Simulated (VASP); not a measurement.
# Co: single point with PBE

System: Co, a slab with vacuum.

```
CELL_PARAMETERS angstrom
2.49226 0.00000 0.00000
-1.24613 2.15836 0.00000
0.00000 0.00000 25.08330
ATOMIC_POSITIONS crystal
Co 0.66667 0.33333 0.29900
Co 0.33333 0.66667 0.37940
Co 0.66667 0.33333 0.45980
Co 0.33333 0.66667 0.54020
Co 0.66667 0.33333 0.62060
Co 0.33333 0.66667 0.70100
```

- Program: VASP 6.6.1
- Task: single point
- Functional: PBE
- Potentials or basis: VASP PAW PBE potentials, release 64 (Co)
- Cutoff: 520 eV
- k mesh: 15 × 15 × 1
- Occupations: gaussian, width 0.1 eV
- Spin: collinear spin, ferromagnetic start
- Starting moments: [1.84, 1.84, 1.84, 1.84, 1.84, 1.84] μB
- Dipole correction: yes
- Further INCAR settings: ALGO = Normal; EDIFF = 1e-07; NBANDS = 40

```json
{
  "Largest force": "0.461 eV/Å",
  "Net moment": "9.91 μB per cell",
  "Site moments": "Co +1.74, +1.66, +1.62 (each value once) μB",
  "Valence electrons inside the program's atomic spheres": "Co 8.11, 8.27 (each value once)"
}
```

Forces in eV/Å, atoms in the order of the input:
```
Co   0.000  0.000  0.374
Co   0.000  0.000 -0.461
Co   0.000  0.000  0.230
Co   0.000  0.000 -0.230
Co   0.000  0.000  0.461
Co   0.000  0.000 -0.374
```

Levels at points of the mesh, in eV from the Fermi level:
Spin up:
```
           k point  band 28  band 29  band 30  band 31  band 32  band 33  band 34  band 35  band 36  band 37
(0.00, 0.00, 0.00)    -1.31    -1.31    -1.07    -1.07    -0.96    -0.96    -0.88    -0.88    -0.42     0.12
```
Spin down:
| k point | band 17 | band 18 | band 19 | band 20 | band 21 | band 22 | band 23 | band 24 | band 25 | band 26 |
| --- | --- | --- | --- | --- | --- | --- | --- | --- | --- | --- |
| (0.00, 0.00, 0.00) | -0.94 | -0.82 | -0.82 | -0.68 | -0.68 | -0.63 | -0.63 | -0.15 | -0.02 | -0.02 |

Wall time 12 min on 1 thread of Oxide Virtual Turin-like Processor (shared host), peak memory 0.39 GiB.
